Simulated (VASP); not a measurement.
MoSe:

```
Mo Se
1.0
     0.00000    2.83929    2.83929
     2.83929    0.00000    2.83929
     2.83929    2.83929    0.00000
Mo Se
1 1
Cartesian
  0.0000 0.0000 0.0000
  1.4196 1.4196 1.4196
```

Base run:

```yaml
Program: VASP 6.6.1
Functional: PBE
Potentials_or_basis: VASP PAW PBE potentials, release 64 (Mo_sv, Se)
Cutoff: 520 eV
k_mesh: 12 × 12 × 12
Occupations: gaussian, width 0.1 eV
Spin: collinear spin
Starting_moments: "[0.5, 0.0] μB"
```

Its results: pressure -1.4 GPa; net moment 0.22 μB per cell; site moments Mo +0.20; Se -0.01 μB.

The run is repeated on the same cell with these changes: moments at the start from [0.5, 0.0] to [3.5, 0.0]. What comes out?

Pressure 0.2 GPa; net moment 1.16 μB per cell; site moments Mo +1.03; Se -0.02 μB.
